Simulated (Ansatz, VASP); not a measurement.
## One calculation of CaMg, two programs

```
CELL_PARAMETERS angstrom
3.79384 0.00000 0.00000
0.00000 3.79384 0.00000
0.00000 0.00000 3.79384
ATOMIC_POSITIONS crystal
Ca 0.01283 0.00000 0.00000
Mg 0.47885 0.50000 0.50000
```

Change from the starting cell: mode 4 frozen in at -0.082 Å, equal normal strain along x, y and z -0.0167.

Alike in both runs: task single point; functional LDA; k mesh 12 × 12 × 12; occupations gaussian, width 0.15 eV; no spin polarisation.

|  | VASP | Ansatz |
| --- | --- | --- |
| version | VASP 6.6.1 | Ansatz 0.2.0 |
| potentials or method | VASP PAW LDA potentials, release 64 (Ca_sv, Mg), cutoff 520 eV | scalar-relativistic, plane waves, PAW |
| valence electrons in the cell | 12 | 20 |

|  | VASP | Ansatz | Ansatz less VASP |
| --- | --- | --- | --- |
| gap on the k mesh at the Fermi level (eV) | none | none | - |
| pressure (GPa) | 1.6 | 1.8 | +0.12 |
| traceless stress, the component that is largest in VASP (GPa) | -0.16 | -0.16 | +0.003 |
| rms of the force components (eV/Å) | 0.215 | 0.212 | -0.0032 |

LDA's correlation is that of Perdew and Zunger in VASP and of Perdew and Wang (1992) in Ansatz. Atom by atom the forces differ by 0.003 eV/Å (rms over components). A gap of «none» marks a metal or a gap that the smearing closes. VASP's potentials hold 12 valence electrons a cell and Ansatz's 20, so a difference there can come from the potentials and not from the codes.
